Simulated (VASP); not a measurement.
# GeSb2Te4 (P2/m) in VASP: relaxation of cell and atoms with PBEsol

Aim: the relaxation of cell and atoms of GeSb2Te4 with PBEsol.

Program: VASP 6.6.1. These are calculated values, not measurements. Logs are shortened: lines on timing, memory, paths and dates and some standing lists are left out, and cuts for length are marked.

### Step 1. The cell of the first run

Symmetry: P2/m, No. 10, monoclinic system. Conventional cell: a = 7.326 Å, b = 4.283 Å, c = 7.490 Å, α = 90.00°, β = 108.01°, γ = 90.00°. Ge (site symmetry 2/m) has 6 Te at 3.04 to 3.10 Å within 4.0 Å. Sb (site symmetry 2/m) has 6 Te at 2.95 to 3.01 Å within 3.9 Å. Within 4.0 Å of Sb (site symmetry 2/m) lie 6 Te at 3.00 to 3.02 Å. Within 4.0 Å of Te (site symmetry m) lie 3 Sb at 3.01 to 3.02 Å and 2 Ge at 3.10 Å. Within 3.9 Å of Te (site symmetry m) lie 3 Sb at 2.95 to 3.00 Å and 1 Ge at 3.04 Å.

### Step 2. Relaxation of cell and atoms, PBEsol

File INCAR:

```
PREC = Accurate
ENCUT = 600
EDIFF = 1E-6
ISMEAR = -1
SIGMA = 0.03
LREAL = False
LASPH = True
NELM = 60
ALGO = Normal
ISIF = 3
LWAVE = False
LCHARG = False
GGA = PS
IBRION = 2
NSW = 100
EDIFFG = -0.01
```

File KPOINTS:

```
Automatic mesh
0
Gamma
  4 6 4
```

File POSCAR:

```
GeSb2Te4
1.0
    7.3258934700      0.0000000000      0.0000000000
    0.0000000000      4.2832536700      0.0000000000
   -2.3152866100      0.0000000000      7.1230432100
Ge Sb Te
1 2 4
Direct
    0.5000000000      0.0000000000      0.5000000000
    0.0000000000      0.0000000000      0.0000000000
    0.5000000000      0.5000000000      0.0000000000
    0.7596011600      0.5000000000      0.7548770300
    0.2547378000      0.0000000000      0.7622078000
    0.2403988400      0.5000000000      0.2451229700
    0.7452622000      0.0000000000      0.2377922000
```

Potentials or basis: VASP PAW PBE potentials, release 64 (Ge_d, Sb, Te).

On the command line:

```console
$ cat potpaw_PBE.64/Ge_d/POTCAR potpaw_PBE.64/Sb/POTCAR potpaw_PBE.64/Te/POTCAR > POTCAR
$ mpirun -np 1 vasp_std > vasp.out
```

OUTCAR:

```text
PREC = Accurate
   ENCUT = 600
   EDIFF = 1E-6
   ISMEAR = -1
   LREAL = False
   LASPH = True
   NELM = 60
   ISIF = 3
   GGA = PS
   IBRION = 2
   NSW = 100
   EDIFFG = -0.01

 ion  position               nearest neighbor table
   1  0.500  0.000  0.500-   5 3.04   7 3.04   6 3.10   4 3.10   4 3.10   6 3.10
   2  0.000  0.000  0.000-   5 2.95   7 2.95   6 3.01   4 3.01   4 3.01   6 3.01
   3  0.500  0.500  0.000-   5 3.00   7 3.00   5 3.00   7 3.00   6 3.02   4 3.02
   4  0.760  0.500  0.755-   2 3.01   2 3.01   3 3.02   1 3.10   1 3.10
   5  0.255  0.000  0.762-   2 2.95   3 3.00   3 3.00   1 3.04
   6  0.240  0.500  0.245-   2 3.01   2 3.01   3 3.02   1 3.10   1 3.10
   7  0.745  0.000  0.238-   2 2.95   3 3.00   3 3.00   1 3.04

  LATTYP: Found a simple monoclinic cell.
 ALAT       =     7.3258934700
 B/A-ratio  =     0.5846732126
 C/A-ratio  =     1.0223844568
 COS(beta)  =    -0.3091220058

  Lattice vectors:

 A1 = (   7.3258934700,   0.0000000000,   0.0000000000)
 A2 = (   0.0000000000,   4.2832536700,   0.0000000000)
 A3 = (  -2.3152866100,   0.0000000000,   7.1230432100)

Analysis of symmetry for initial positions (statically):
=====================================================================
 Subroutine PRICEL returns:
 Original cell was already a primitive cell.

 Routine SETGRP: Setting up the symmetry group for a
 simple monoclinic supercell.

 Subroutine GETGRP returns: Found  4 space group operations
 (whereof  4 operations were pure point group operations)
 out of a pool of  4 trial point group operations.

The static configuration has the point symmetry C_2h.

Analysis of symmetry for dynamics (positions and initial velocities):
=====================================================================
 Subroutine PRICEL returns:
 Original cell was already a primitive cell.

 Routine SETGRP: Setting up the symmetry group for a
 simple monoclinic supercell.

 Subroutine GETGRP returns: Found  4 space group operations
 (whereof  4 operations were pure point group operations)
 out of a pool of  4 trial point group operations.

The dynamic configuration has the point symmetry C_2h.

 Subroutine INISYM returns: Found  4 space group operations
 (whereof  4 operations are pure point group operations),
 and found     1 'primitive' translations

----------------------------------------------------------------------------------------

                                     Primitive cell

  volume of cell :     223.5116

  direct lattice vectors                    reciprocal lattice vectors
     7.325893470  0.000000000  0.000000000     0.136502121  0.000000000  0.044368892
     0.000000000  4.283253670  0.000000000     0.000000000  0.233467377  0.000000000
    -2.315286610  0.000000000  7.123043210     0.000000000  0.000000000  0.140389433

  length of vectors
     7.325893470  4.283253670  7.489879616     0.143531975  0.233467377  0.140389433

  position of ions in fractional coordinates (direct lattice)
     0.500000000  0.000000000  0.500000000
     0.000000000  0.000000000  0.000000000
     0.500000000  0.500000000  0.000000000
     0.759601160  0.500000000  0.754877030
     0.254737800  0.000000000  0.762207800
     0.240398840  0.500000000  0.245122970
     0.745262200  0.000000000  0.237792200

  ion indices of the primitive-cell ions
   primitive index   ion index
                 1           1
                 2           2
                 3           3
                 4           4
                 5           5
                 6           6
                 7           7

----------------------------------------------------------------------------------------

 KPOINTS: Automatic mesh

Automatic generation of k-mesh.
 Grid dimensions read from file:
 generate k-points for:    4    6    4

 Generating k-lattice:

  Cartesian coordinates                     Fractional coordinates (reciprocal lattice)
     0.034125530  0.000000000  0.011092223     0.250000000  0.000000000 -0.000000000
     0.000000000  0.038911230  0.000000000     0.000000000  0.166666667  0.000000000
     0.000000000  0.000000000  0.035097358     0.000000000  0.000000000  0.250000000

  Length of vectors
     0.035882994  0.038911230  0.035097358

  Shift w.r.t. Gamma in fractional coordinates (k-lattice)
     0.000000000  0.000000000  0.000000000

 Subroutine IBZKPT returns following result:
 ===========================================

 Found     40 irreducible k-points:

 Following reciprocal coordinates:
            Coordinates               Weight
  0.000000  0.000000  0.000000      1.000000
  0.250000  0.000000  0.000000      2.000000
  0.500000  0.000000  0.000000      1.000000
  0.000000  0.166667  0.000000      2.000000
  0.250000  0.166667  0.000000      4.000000
  0.500000  0.166667  0.000000      2.000000
[... 16 lines left out ...]
  0.500000  0.333333  0.250000      4.000000
 -0.250000  0.333333  0.250000      4.000000
 [... further k-points ...]
   k-points           NKPTS =     40   k-points in BZ     NKDIM =     40   number of bands    NBANDS=     28
   number of dos      NEDOS =    301   number of ions     NIONS =      7
   total plane-waves  NPLWV = 129600
   dimension x,y,z NGX =    60 NGY =   36 NGZ =   60
   dimension x,y,z NGXF=   120 NGYF=   72 NGZF=  120
   ions per type =               1   2   4
   NGX,Y,Z   is equivalent  to a cutoff of  13.62, 13.97, 13.32 a.u.
   NGXF,Y,Z  is equivalent  to a cutoff of  27.23, 27.95, 26.64 a.u.
 SYSTEM =  unknown system
   PREC   = accura    normal or accurate (medium, high low for compatibility)
   ISTART =      0    job   : 0-new  1-cont  2-samecut
   ICHARG =      2    charge: 1-file 2-atom 10-const
   ISPIN  =      1    spin polarized calculation?
   LNONCOLLINEAR =      F non collinear calculations
   LSORBIT =      F    spin-orbit coupling
   LASPH  =      T    aspherical Exc in radial PAW
   ENCUT  =  600.0 eV  44.10 Ry    6.64 a.u.  14.63  8.55 14.96*2*pi/ulx,y,z
   NELM   =     60;   NELMIN=  2; NELMDL= -5     # of ELM steps
   EDIFF  = 0.1E-05   stopping-criterion for ELM
   LREAL  =      F    real-space projection
   EDIFFG = -.1E-01   stopping-criterion for IOM
   NSW    =    100    number of steps for IOM
   IBRION =      2    ionic relax: 0-MD 1-quasi-New 2-CG
   NFREE  =      1    steps in history (QN), initial steepest desc. (CG)
   ISIF   =      3    stress and relaxation
   ISYM   =      2    0-nonsym 1-usesym 2-fastsym
   POTIM  = 0.5000    time-step for ionic-motion
   TEBEG  =    0.0;   TEEND  =   0.0 temperature during run
   PSTRESS=    0.0 pullay stress
   NELECT =      48.0000    total number of electrons
   NUPDOWN=      -1.0000    fix difference up-down
   EMIN   =  10.00;   EMAX   =-10.00  energy-range for DOS
   EFERMI =   0.00;   METHOD = LEGACY
   ISMEAR =    -1;   SIGMA  =   0.03  broadening in eV -4-tet -1-fermi 0-gaus
   EFERMI_NEDOS =   21; number of points for ismear=-14 and -15
   IALGO  =     38    algorithm
   IMIX   =      4    mixing-type and parameters
     AMIX     =   0.40;   BMIX     =  1.00
     AMIX_MAG =   1.60;   BMIX_MAG =  1.00
  volume/ion in A,a.u.               =      31.93       215.48
  Fermi-wavevector in a.u.,A,eV,Ry     =   0.980367  1.852625 13.076818  0.961119
  Thomas-Fermi vector in A             =   2.111291
   LORBIT       =      0    0 simple, 1 ext, 2 COOP (PROOUT), +10 PAW based schemes
   GGA     = PS    functional components
   LHFCALC =     F    Hartree Fock is set to
   AEXX    =    0.0000 exact exchange contribution
   IVDW    =     0    specifies the selected vdW correction
   LEPSILON=     F    determine dielectric tensor
   LRPA    =     F    only Hartree local field effects (RPA)
 conjugate gradient relaxation of ions
 non-spin polarized calculation
  energy-cutoff  :      600.00
  volume of cell :      223.51
 maximum number of plane-waves:      7486
 NGX is ok and might be reduce to    60
   NGX = 29   NGY = 17   NGZ = 29

--------------------------------------- Ionic step        1  -------------------------------------------

 number of electron      47.9999990 magnetization

 Free energy of the ion-electron system (eV)
  ---------------------------------------------------
  ext. energy  EPLUGINS =         0.00000000
  ---------------------------------------------------
  free energy    TOTEN  =       -28.41585963 eV

  energy without entropy =      -28.41119195  energy(sigma->0) =      -28.41352579

------------------------ aborting loop because EDIFF is reached ----------------------------------------

  FORCE on cell =-STRESS in cart. coord.  units (eV):
  Direction    XX          YY          ZZ          XY          YZ          ZX
  --------------------------------------------------------------------------------------
  -------------------------------------------------------------------------------------
  Total        0.5059971      0.1343289      0.2518333      0.0000000      0.0000000     -0.0317386
  in kB        3.6270929      0.9628978      1.8051933      0.0000000      0.0000000     -0.2275090
  external PRESSURE =       2.1317280 kB  Pullay stress =       0.0000000 kB
[... 104 lines left out ...]
  FREE ENERGIE OF THE ION-ELECTRON SYSTEM (eV)
  ---------------------------------------------------
  free  energy   TOTEN  =       -28.5777495281 eV

  energy  without entropy=      -28.5726216537  energy(sigma->0) =      -28.57518559

[... ionic steps 4 to 19 ...]

--------------------------------------- Ionic step       20  -------------------------------------------

 number of electron      48.0000005 magnetization

------------------------ aborting loop because EDIFF is reached ----------------------------------------
[... 77 lines left out ...]
--------------------------------------- Ionic step       22  -------------------------------------------

 number of electron      48.0000005 magnetization

 Free energy of the ion-electron system (eV)
  ---------------------------------------------------
  ext. energy  EPLUGINS =         0.00000000
  ---------------------------------------------------
  free energy    TOTEN  =       -28.69137465 eV

  energy without entropy =      -28.68790992  energy(sigma->0) =      -28.68964228

 E-fermi :   6.1818     XC(G=0):  -9.5605

 val. band max:        6.1808069750   @ k =   0.5000   0.5000   0.5000
 cond. band min:       6.2023635415   @ k =   0.0000   0.0000   0.0000
 fundamental gap:      0.0215565665
 Fermi energy:         6.1817960668

 k-point     1 :       0.0000    0.0000    0.0000
  band No.  band energies     occupation
      1     -18.6339      2.00000
      2     -18.6309      2.00000
      3     -18.6250      2.00000
      4     -18.6184      2.00000
      5     -18.6173      2.00000
      6      -7.0674      2.00000
[... 733 lines left out ...]
     27       7.6975      0.00000
     28       8.7223      0.00000

 [... further k-points ...]

------------------------ aborting loop because EDIFF is reached ----------------------------------------

  FORCE on cell =-STRESS in cart. coord.  units (eV):
  Direction    XX          YY          ZZ          XY          YZ          ZX
  --------------------------------------------------------------------------------------
  -------------------------------------------------------------------------------------
  Total        0.0028933     -0.0078324     -0.0060898      0.0000000      0.0000000      0.0171423
  in kB        0.0217428     -0.0588602     -0.0457640      0.0000000      0.0000000      0.1288230
  external PRESSURE =      -0.0276271 kB  Pullay stress =       0.0000000 kB
[... 22 lines left out ...]
  FREE ENERGIE OF THE ION-ELECTRON SYSTEM (eV)
  ---------------------------------------------------
  free  energy   TOTEN  =       -28.6913746498 eV

  energy  without entropy=      -28.6879099164  energy(sigma->0) =      -28.68964228

 reached required accuracy - stopping structural energy minimisation
```

It took 39 min on 1 thread of AMD EPYC 7R13 (Zen 3), shared host; peak memory 0.56 GiB.

What came out:

| Property | Result |
| --- | --- |
| Free energy | -28.6914 eV |
| Relaxed volume | 30.46 Å³/atom |
| Relaxed cell | a = 7.314 Å, b = 4.253 Å, c = 7.245 Å, α = 90.00°, β = 108.93°, γ = 90.00° |
| Space group after relaxing (to 0.1 Å) | P2/m (No. 10) |
| Energy gained by relaxing | 39.4 meV/atom |
| Ionic steps | 22 |
| Pressure after relaxing | 0.0 GPa |
| Largest force after relaxing | 0.009 eV/Å |
| Band gap on the k mesh | zero (bands 24 and 25 overlap by 0.17 eV) |

Forces in eV/Å, atoms in the order of the input:
```
Ge   0.000  0.000  0.000
Sb   0.000  0.000  0.000
Sb   0.000  0.000  0.000
Te  -0.004  0.000  0.005
Te  -0.008  0.000 -0.005
Te   0.004  0.000 -0.005
Te   0.008  0.000  0.005
```

Step by step:
```
step  energy change (eV)  largest force (eV/Å)  pressure (GPa)  volume (Å³)
   1              0.0000                0.8189            0.21       223.51
   2             -0.0999                0.5537           -0.64       224.89
   3             -0.1619                0.1515           -1.87       227.20
   4             -0.2207                0.1249           -1.12       222.04
   5             -0.2446                0.2723            0.20       215.10
   6             -0.2455                0.2451           -0.01       216.22
   7             -0.2525                0.2228           -0.03       215.81
   8             -0.2664                0.1608            0.07       214.55
   9             -0.2616                0.1253            0.27       211.97
  10             -0.2698                0.1264            0.16       213.53
  11             -0.2728                0.0255           -0.16       214.29
  12             -0.2730                0.0350           -0.08       214.14
  13             -0.2744                0.0273           -0.05       213.74
  14             -0.2752                0.0206            0.02       213.28
  15             -0.2744                0.0244            0.15       212.35
  16             -0.2753                0.0194            0.07       213.04
  17             -0.2753                0.0217           -0.10       213.51
  18             -0.2755                0.0143            0.00       213.26
  19             -0.2755                0.0138           -0.02       213.28
  20             -0.2755                0.0140           -0.03       213.27
  21             -0.2755                0.0142           -0.02       213.27
  22             -0.2755                0.0094            0.00       213.20
```

Final structure:
```
Ge Sb Te
1.0
     7.31390    0.00000   -0.02082
     0.00000    4.25312    0.00000
    -2.33054    0.00000    6.86041
Ge Sb Te
1 2 4
Direct
  0.50000 0.00000 0.50000
  0.00000 0.00000 0.00000
  0.50000 0.50000 0.00000
  0.74897 0.50000 0.73070
  0.24607 0.00000 0.73563
  0.25103 0.50000 0.26930
  0.75393 0.00000 0.26437
```

Levels at points of the mesh, in eV from the Fermi level:
```csv
k point,band 21,band 22,band 23,band 24,band 25,band 26,band 27,band 28
"(0.00, 0.00, 0.00)",-1.39,-0.86,-0.84,-0.37,-0.08,0.02,0.09,1.50
"(0.50, 0.00, 0.00)",-1.61,-0.88,-0.82,-0.15,0.95,1.52,1.54,1.60
"(0.00, 0.50, 0.00)",-1.47,-0.73,-0.61,-0.27,0.52,0.78,1.01,2.31
"(0.50, 0.50, 0.00)",-2.71,-1.64,-1.61,-0.90,1.27,2.48,2.61,3.00
"(0.00, 0.00, 0.50)",-1.80,-0.95,-0.77,0.05,0.89,1.10,1.24,2.25
"(0.50, 0.00, 0.50)",-1.50,-1.48,-1.25,-0.70,0.43,0.71,2.12,2.32
"(0.00, 0.50, 0.50)",-2.57,-1.69,-1.46,-1.16,1.21,2.76,2.86,2.93
"(0.50, 0.50, 0.50)",-1.36,-0.82,-0.82,-0.31,-0.10,0.00,0.13,1.81
```

Caveat: the PAW data sets were made with another functional, which shifts forces and pressure a little; spin-orbit coupling is left out, which moves the levels of the heavy elements.
